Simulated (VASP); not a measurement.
SrO:

```
Sr O
1.0
     3.52944    0.00000    0.00000
    -1.76472    3.05658    0.00000
     0.00000    0.00000    6.17558
Sr O
2 2
Cartesian
  1.7647 1.0189 4.6317
  0.0000 2.0377 1.5439
  0.0000 0.0000 3.0878
  0.0000 0.0000 0.0000
```

This cell differs from its parent crystal: volume scaled by 0.98.

Base run:

```yaml
Program: VASP 6.6.1
Functional: PBEsol
Potentials_or_basis: VASP PAW PBE potentials, release 64 (Sr_sv, O)
Cutoff: 520 eV
k_mesh: 9 × 9 × 5
Occupations: fermi-dirac, width 0.05 eV
Spin: no spin polarisation
```

Its results: band gap on the k mesh 2.99 eV, indirect (least direct gap 3.04 eV); pressure -0.1 GPa.

Question: The run is repeated on the same cell with these changes: functional from PBEsol to LDA; potentials or basis from VASP PAW PBE potentials, release 64 (Sr_sv, O) to VASP PAW LDA potentials, release 64 (Sr_sv, O). What comes out?

Answer: Band gap on the k mesh 2.92 eV, indirect (least direct gap 2.99 eV); pressure -3.3 GPa.

Caveats: the PAW data sets were made with another functional, which shifts forces and pressure a little (some runs).

A k mesh can miss the band edges.
